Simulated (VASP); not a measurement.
# ZnS (P1) in VASP: single point with PBE

Aim: the single point of ZnS with PBE.

Program: VASP 6.6.1. These are calculated values, not measurements. Logs are shortened: lines on timing, memory, paths and dates and some standing lists are left out, and cuts for length are marked.

**1. The cell of the first run**

The typed cell holds 4 atoms: a = 3.812 Å, b = 3.762 Å, c = 6.235 Å, α = 89.36°, β = 88.27°, γ = 118.70°.

**2. Single point, PBE (equal xy, yz and zx shear strains of +3 %)**

File INCAR:

```
SYSTEM = ZnS
PREC = Accurate ; ENCUT = 520
EDIFF = 1E-6 ; ISMEAR = -1
SIGMA = 0.03 ; LREAL = .FALSE.
LASPH = .TRUE. ; NELM = 60
ALGO = Normal ; ISIF = 2
LWAVE = .FALSE. ; LCHARG = .FALSE.
GGA = PE ; NBANDS = 26
```

File KPOINTS:

```
regular mesh
0
G
  8 8 5
  0 0 0
```

File POSCAR:

```
ZnS
1.0
    3.8109987816      0.0571649817      0.0571649817
   -1.8559930644      3.2718392677      0.0209238355
    0.0935100000      0.0935100000      6.2340000000
Zn S
2 2
Direct
    0.3333333333      0.6666666667      0.0000000000
    0.6666666667      0.3333333333      0.5000000000
    0.3333333333      0.6666666667      0.3850000000
    0.6666666667      0.3333333333      0.8850000000
```

Potentials or basis: VASP PAW PBE potentials, release 64 (Zn, S).

On the command line:

```
> cat potpaw_PBE.64/Zn/POTCAR potpaw_PBE.64/S/POTCAR > POTCAR
> mpirun -np 1 vasp_std > vasp.out
```

OUTCAR:

```text
SYSTEM = ZnS
   PREC = Accurate
   ENCUT = 520
   EDIFF = 1E-6
   ISMEAR = -1
   LREAL = .FALSE.
   LASPH = .TRUE.
   NELM = 60
   ISIF = 2
   GGA = PE

 ion  position               nearest neighbor table
   1  0.333  0.667  0.000-   4 2.28   4 2.29   4 2.37   3 2.40
   2  0.667  0.333  0.500-   3 2.29   3 2.31   3 2.34   4 2.40
   3  0.333  0.667  0.385-   2 2.29   2 2.31   2 2.34   1 2.40
   4  0.667  0.333  0.885-   1 2.28   1 2.29   1 2.37   2 2.40

  LATTYP: Found a triclinic cell.
 ALAT       =     3.8614005892
 B/A-ratio  =     2.3160893807
 C/A-ratio  =     0.9871693112
 COS(alpha) =     0.0012395079
 COS(beta)  =     0.5194127996
 COS(gamma) =     0.6137347293

  Lattice vectors:

 A1 = (  -1.9550057172,  -3.3290042494,  -0.0780888172)
 A2 = (  -0.0055026528,  -6.5073335171,   6.1349873473)
 A3 = (  -3.8109987816,  -0.0571649817,  -0.0571649817)

Analysis of symmetry for initial positions (statically):
=====================================================================
 Subroutine PRICEL returns:
 Original cell was already a primitive cell.

 Routine SETGRP: Setting up the symmetry group for a
 triclinic supercell.

 Subroutine GETGRP returns: Found  1 space group operations
 (whereof  1 operations were pure point group operations)
 out of a pool of  2 trial point group operations.

The static configuration has the point symmetry C_1 .

Analysis of symmetry for dynamics (positions and initial velocities):
=====================================================================
 Subroutine PRICEL returns:
 Original cell was already a primitive cell.

 Routine SETGRP: Setting up the symmetry group for a
 triclinic supercell.

 Subroutine GETGRP returns: Found  1 space group operations
 (whereof  1 operations were pure point group operations)
 out of a pool of  2 trial point group operations.

The dynamic configuration has the point symmetry C_1 .

 Subroutine INISYM returns: Found  1 space group operations
 (whereof  1 operations are pure point group operations),
 and found     1 'primitive' translations

----------------------------------------------------------------------------------------

                                     Primitive cell

  volume of cell :      78.3583

  direct lattice vectors                    reciprocal lattice vectors
     3.810998782  0.057164982  0.057164982     0.260274943  0.147683456 -0.006119376
    -1.855993064  3.271839268  0.020923836    -0.004479694  0.303125970 -0.004479694
     0.093510000  0.093510000  6.234000000    -0.002371652 -0.002371652  0.160481801

  length of vectors
     3.811856160  3.761659242  6.235402492     0.299317384  0.303192165  0.160516846

  position of ions in fractional coordinates (direct lattice)
     0.333333333  0.666666667  0.000000000
     0.666666667  0.333333333  0.500000000
     0.333333333  0.666666667  0.385000000
     0.666666667  0.333333333  0.885000000

  ion indices of the primitive-cell ions
   primitive index   ion index
                 1           1
                 2           2
                 3           3
                 4           4

----------------------------------------------------------------------------------------

 KPOINTS: regular mesh

Automatic generation of k-mesh.
 Grid dimensions read from file:
 generate k-points for:    8    8    5

 Generating k-lattice:

  Cartesian coordinates                     Fractional coordinates (reciprocal lattice)
     0.032534368  0.018460432 -0.000764922     0.125000000 -0.000000000 -0.000000000
    -0.000559962  0.037890746 -0.000559962    -0.000000000  0.125000000  0.000000000
    -0.000474330 -0.000474330  0.032096360     0.000000000  0.000000000  0.200000000

  Length of vectors
     0.037414673  0.037899021  0.032103369

  Shift w.r.t. Gamma in fractional coordinates (k-lattice)
     0.000000000  0.000000000  0.000000000

 Subroutine IBZKPT returns following result:
 ===========================================

 Found    162 irreducible k-points:

 Following reciprocal coordinates:
            Coordinates               Weight
  0.000000  0.000000  0.000000      1.000000
  0.125000 -0.000000 -0.000000      2.000000
  0.250000 -0.000000 -0.000000      2.000000
  0.375000  0.000000 -0.000000      2.000000
  0.500000 -0.000000 -0.000000      1.000000
 -0.000000  0.125000 -0.000000      2.000000
[... 16 lines left out ...]
  0.125000  0.375000 -0.000000      2.000000
  0.250000  0.375000 -0.000000      2.000000
 [... further k-points ...]
   k-points           NKPTS =    162   k-points in BZ     NKDIM =    162   number of bands    NBANDS=     26
   number of dos      NEDOS =    301   number of ions     NIONS =      4
   total plane-waves  NPLWV =  37632
   dimension x,y,z NGX =    28 NGY =   28 NGZ =   48
   dimension x,y,z NGXF=    56 NGYF=   56 NGZF=   96
   ions per type =               2   2
   NGX,Y,Z   is equivalent  to a cutoff of  12.21, 12.37, 12.80 a.u.
   NGXF,Y,Z  is equivalent  to a cutoff of  24.42, 24.75, 25.60 a.u.
 SYSTEM =  ZnS
   PREC   = accura    normal or accurate (medium, high low for compatibility)
   ISTART =      0    job   : 0-new  1-cont  2-samecut
   ICHARG =      2    charge: 1-file 2-atom 10-const
   ISPIN  =      1    spin polarized calculation?
   LNONCOLLINEAR =      F non collinear calculations
   LSORBIT =      F    spin-orbit coupling
   LASPH  =      T    aspherical Exc in radial PAW
   ENCUT  =  520.0 eV  38.22 Ry    6.18 a.u.   7.09  6.99 11.59*2*pi/ulx,y,z
   NELM   =     60;   NELMIN=  2; NELMDL= -5     # of ELM steps
   EDIFF  = 0.1E-05   stopping-criterion for ELM
   LREAL  =      F    real-space projection
   EDIFFG = 0.1E-04   stopping-criterion for IOM
   NSW    =      0    number of steps for IOM
   IBRION =     -1    ionic relax: 0-MD 1-quasi-New 2-CG
   NFREE  =      0    steps in history (QN), initial steepest desc. (CG)
   ISIF   =      2    stress and relaxation
   ISYM   =      2    0-nonsym 1-usesym 2-fastsym
   POTIM  = 0.5000    time-step for ionic-motion
   TEBEG  =    0.0;   TEEND  =   0.0 temperature during run
   PSTRESS=    0.0 pullay stress
   NELECT =      36.0000    total number of electrons
   NUPDOWN=      -1.0000    fix difference up-down
   EMIN   =  10.00;   EMAX   =-10.00  energy-range for DOS
   EFERMI =   0.00;   METHOD = LEGACY
   ISMEAR =    -1;   SIGMA  =   0.03  broadening in eV -4-tet -1-fermi 0-gaus
   EFERMI_NEDOS =   21; number of points for ismear=-14 and -15
   IALGO  =     38    algorithm
   IMIX   =      4    mixing-type and parameters
     AMIX     =   0.40;   BMIX     =  1.00
     AMIX_MAG =   1.60;   BMIX_MAG =  1.00
  volume/ion in A,a.u.               =      19.59       132.20
  Fermi-wavevector in a.u.,A,eV,Ry     =   1.263225  2.387149 21.711329  1.595738
  Thomas-Fermi vector in A             =   2.396593
   LORBIT       =      0    0 simple, 1 ext, 2 COOP (PROOUT), +10 PAW based schemes
   GGA     = PE    functional components
   LHFCALC =     F    Hartree Fock is set to
   AEXX    =    0.0000 exact exchange contribution
   IVDW    =     0    specifies the selected vdW correction
   LEPSILON=     F    determine dielectric tensor
   LRPA    =     F    only Hartree local field effects (RPA)
 non-spin polarized calculation
  energy-cutoff  :      520.00
  volume of cell :       78.36
 maximum number of plane-waves:      2126
   NGX = 15   NGY = 13   NGZ = 23

 number of electron      35.9999975 magnetization

 Free energy of the ion-electron system (eV)
  ---------------------------------------------------
  ext. energy  EPLUGINS =         0.00000000
  ---------------------------------------------------
  free energy    TOTEN  =       -13.62440315 eV

  energy without entropy =      -13.62440315  energy(sigma->0) =      -13.62440315

 E-fermi :   2.8076     XC(G=0):  -9.6554

 val. band max:        2.2230370610   @ k =   0.0000   0.0000   0.0000
 cond. band min:       4.4062255068   @ k =   0.0000   0.0000   0.0000
 fundamental gap:      2.1831884457
 Fermi energy:         2.8076323202

 k-point     1 :       0.0000    0.0000    0.0000
  band No.  band energies     occupation
      1     -11.0295      2.00000
      2     -10.1031      2.00000
      3      -4.2142      2.00000
      4      -4.2042      2.00000
      5      -4.1500      2.00000
      6      -4.1367      2.00000
[... 18 lines left out ...]
     25       9.9711      0.00000
     26      11.4943      0.00000

 k-point     2 :       0.1250   -0.0000   -0.0000
  band No.  band energies     occupation
      1     -10.9269      2.00000
      2     -10.0452      2.00000
      3      -4.2128      2.00000
      4      -4.1901      2.00000
      5      -4.1432      2.00000
      6      -4.1076      2.00000
[... 18 lines left out ...]
     25      10.4039      0.00000
     26      10.7892      0.00000

 k-point     3 :       0.2500   -0.0000   -0.0000
  band No.  band energies     occupation
      1     -10.6521      2.00000
      2      -9.9101      2.00000
      3      -4.2139      2.00000
      4      -4.1382      2.00000
      5      -4.1220      2.00000
      6      -4.0301      2.00000
[... 18 lines left out ...]
     25      10.5130      0.00000
     26      11.0956      0.00000

 k-point     4 :       0.3750    0.0000   -0.0000
  band No.  band energies     occupation
      1     -10.3143      2.00000
      2      -9.8004      2.00000
      3      -4.1880      2.00000
      4      -4.0957      2.00000
      5      -4.0581      2.00000
      6      -3.9499      2.00000
[... 18 lines left out ...]
     25      11.0270      0.00000
     26      12.2846      0.00000

 k-point     5 :       0.5000   -0.0000   -0.0000
  band No.  band energies     occupation
      1     -10.1326      2.00000
      2      -9.7838      2.00000
      3      -4.1754      2.00000
      4      -4.0808      2.00000
      5      -3.9728      2.00000
      6      -3.9173      2.00000
[... 18 lines left out ...]
     25      11.2817      0.00000
     26      13.4521      0.00000

 k-point     6 :      -0.0000    0.1250   -0.0000
  band No.  band energies     occupation
      1     -10.9229      2.00000
      2     -10.0420      2.00000
      3      -4.2190      2.00000
      4      -4.1819      2.00000
      5      -4.1352      2.00000
      6      -4.1146      2.00000
[... 427 lines left out ...]
 k-point    21 :      -0.1250    0.2500   -0.0000
  band No.  band energies     occupation
      1     -10.7158      2.00000
      2      -9.9323      2.00000
      3      -4.2202      2.00000
      4      -4.1395      2.00000
      5      -4.1087      2.00000
      6      -4.0717      2.00000
[... 18 lines left out ...]
     25      10.7803      0.00000
     26      10.8452      0.00000

 k-point    22 :       0.0000    0.3750   -0.0000
  band No.  band energies     occupation
      1     -10.2839      2.00000
      2      -9.7831      2.00000
      3      -4.1872      2.00000
      4      -4.0853      2.00000
      5      -4.0454      2.00000
      6      -3.9400      2.00000
[... 18 lines left out ...]
     25      11.0210      0.00000
     26      12.3592      0.00000

 k-point    23 :       0.1250    0.3750   -0.0000
  band No.  band energies     occupation
      1     -10.1078      2.00000
      2      -9.7652      2.00000
      3      -4.1523      2.00000
      4      -4.0682      2.00000
      5      -3.9365      2.00000
      6      -3.9101      2.00000
[... 18 lines left out ...]
     25      11.3323      0.00000
     26      12.5801      0.00000

 k-point    24 :       0.2500    0.3750   -0.0000
  band No.  band energies     occupation
      1      -9.9323      2.00000
      2      -9.7903      2.00000
      3      -4.1364      2.00000
      4      -4.0025      2.00000
      5      -3.9171      2.00000
      6      -3.8601      2.00000
[... 18 lines left out ...]
     25      11.7881      0.00000
     26      12.0481      0.00000

 [... further k-points ...]

------------------------ aborting loop because EDIFF is reached ----------------------------------------

  FORCE on cell =-STRESS in cart. coord.  units (eV):
  Direction    XX          YY          ZZ          XY          YZ          ZX
  --------------------------------------------------------------------------------------
  -------------------------------------------------------------------------------------
  Total        1.6513143      1.6366574      0.5953714     -0.8655282     -0.5240829     -0.5260838
  in kB       33.7641328     33.4644455     12.1734534    -17.6973029    -10.7158302    -10.7567429
  external PRESSURE =      26.4673439 kB  Pullay stress =       0.0000000 kB

 VOLUME and BASIS-vectors are now :
 -----------------------------------------------------------------------------
  energy-cutoff  :      520.00
  volume of cell :       78.36
      direct lattice vectors                 reciprocal lattice vectors
     3.810998782  0.057164982  0.057164982     0.260274943  0.147683456 -0.006119376
    -1.855993064  3.271839268  0.020923836    -0.004479694  0.303125970 -0.004479694
     0.093510000  0.093510000  6.234000000    -0.002371652 -0.002371652  0.160481801

 POSITION                                       TOTAL-FORCE (eV/Angst)
 -----------------------------------------------------------------------------------
      0.03300      2.20028      0.03300        -0.272895     -0.097380      0.338822
      1.96876      1.17548      3.16208         0.058642     -0.113956      0.324330
      0.06901      2.23628      2.43309        -0.098726      0.114607     -0.319373
      2.00476      1.21148      5.56217         0.312979      0.096729     -0.343780
 -----------------------------------------------------------------------------------
    total drift:                               -0.000034     -0.000190      0.000550

  FREE ENERGIE OF THE ION-ELECTRON SYSTEM (eV)
  ---------------------------------------------------
  free  energy   TOTEN  =       -13.6244031549 eV

  energy  without entropy=      -13.6244031549  energy(sigma->0) =      -13.62440315
```

Wall time 3.7 min (1 thread of Intel Xeon 8259CL, shared host); peak memory 0.38 GiB.

What came out:

```
Free energy            : -13.6244 eV
Pressure               : 2.6 GPa
Largest force          : 0.475 eV/Å
Band gap on the k mesh : 2.18 eV
```

Forces in eV/Å, atoms in the order of the input:
```
Zn  -0.273 -0.097  0.339
Zn   0.059 -0.114  0.324
S   -0.099  0.115 -0.319
S    0.313  0.097 -0.344
```

Caveat: the cell differs from its parent crystal (equal xy, yz and zx shear strains of +3 %).
